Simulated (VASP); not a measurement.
Write the native input for VASP 6.6.1 that does the following.

| Item | Value |
| --- | --- |
| Task | single point |
| Functional | PBE |
| Potentials or basis | VASP PAW PBE potentials, release 64 (Hf_pv, N) |
| Cutoff | 520 eV |
| k mesh | 18 × 18 × 18 |
| Occupations | gaussian, width 0.15 eV |
| Spin | no spin polarisation |
| Dipole correction | no |
| Further INCAR settings | ALGO = Normal; EDIFF = 1e-07; NBANDS = 14 |

The structure of HfN lies in POSCAR:

```
HfN
1.0
    0.0000000000      2.2251150000      2.2590000000
    2.2251150000      0.0000000000      2.2590000000
    2.2251150000      2.2251150000      0.0000000000
Hf N
1 1
Direct
    0.0000000000      0.0000000000      0.0000000000
    0.5000000000      0.5000000000      0.5000000000
```

This cell differs from its parent crystal: strain -0.0150 x Voigt [1, 1, 0, 0, 0, 0].

One way to write it, as run:

INCAR

```
ALGO     = Normal         # electronic algorithm
EDIFF    = 1E-7           # SCF threshold, eV
ENCUT    = 520            # plane-wave cutoff, eV
GGA      = PE             # functional
ISIF     = 2              # what is computed and relaxed
ISMEAR   = 0              # smearing method
LASPH    = True           # aspherical terms in the spheres
LCHARG   = True           # write CHGCAR
LELF     = True           # ELF
LREAL    = False          # projectors in reciprocal space
LVHAR    = True         
LWAVE    = False          # write WAVECAR
NBANDS   = 14             # bands
NELM     = 100            # most SCF steps
PREC     = Accurate       # precision mode
SIGMA    = 0.15           # smearing width, eV
```

KPOINTS

```
k-points
0
Gamma
  18 18 18
```

Potentials or basis: VASP PAW PBE potentials, release 64 (Hf_pv, N).

Run with:

```sh
$ cat potpaw_PBE.64/Hf_pv/POTCAR potpaw_PBE.64/N/POTCAR > POTCAR
$ mpirun -np 1 vasp_std > vasp.out
```

It gave:

The pressure is 12.3 GPa.

Caveat: the cell differs from its parent crystal (strain -0.0150 x Voigt [1, 1, 0, 0, 0, 0]).

Wall time 41 s on 1 thread of Intel(R) Xeon(R) 6975P-C (Granite Rapids) (shared host), peak memory 0.27 GiB.
